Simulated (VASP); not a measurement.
Set up this calculation in VASP 6.6.1, as the native input.

```yaml
Task: single point
Functional: PBEsol
Potentials_or_basis: VASP PAW PBE potentials, release 64 (Eu)
Cutoff: 520 eV
k_mesh: 4 × 4 × 4
Occupations: gaussian, width 0.05 eV
Spin: collinear spin, ferromagnetic start
Starting_moments: "[0.5] μB"
Hubbard_terms: Eu f U = 5.0 eV
Dipole_correction: no
Further_INCAR_settings: ALGO = Fast; EDIFF = 1e-06; NBANDS = 18
```

The structure of Eu lies in POSCAR:

```
Eu
1.0
   -2.3050001490      2.3050001490      2.3050001490
    2.3050001490     -2.3050001490      2.3050001490
    2.3050001490      2.3050001490     -2.3050001490
Eu
1
Direct
    0.0000000000      0.0000000000      0.0000000000
```

One way to write it, as run:

INCAR

```
SYSTEM = Eu
PREC = Accurate
ENCUT = 520
EDIFF = 1E-6
ISMEAR = 0
SIGMA = 0.05
LREAL = .FALSE.
LASPH = .TRUE.
NELM = 150
ALGO = Fast
ISIF = 2
LWAVE = .FALSE.
LCHARG = .FALSE.
ISPIN = 2
MAGMOM = 0.5
LORBIT = 11
LMAXMIX = 6
LDAU = .TRUE.
LDAUTYPE = 2
LDAUL = 3
LDAUU = 5
LDAUJ = 0
LDAUPRINT = 1
GGA = PS
NBANDS = 18
```

KPOINTS

```
Automatic mesh
0
G
  4 4 4
  0 0 0
```

Potentials or basis: VASP PAW PBE potentials, release 64 (Eu).

Launch:

```bash
$ cat potpaw_PBE.64/Eu/POTCAR > POTCAR
$ mpirun -np 1 vasp_std > vasp.out
```

Results of the run:

| Quantity | Value |
| --- | --- |
| Pressure | -1.4 GPa |
| Net moment | 7.39 μB per cell |
| Site moments | Eu +6.82 μB |
| Valence electrons inside the program's atomic spheres | Eu 14.79 |

Caveat: the k points lie up to 0.48 Å⁻¹ apart; the PAW data sets were made with another functional, which shifts forces and pressure a little.

Wall time 28 s on 1 thread of Intel(R) Xeon(R) 6975P-C (Granite Rapids), on a shared host, peak memory 0.19 GiB.
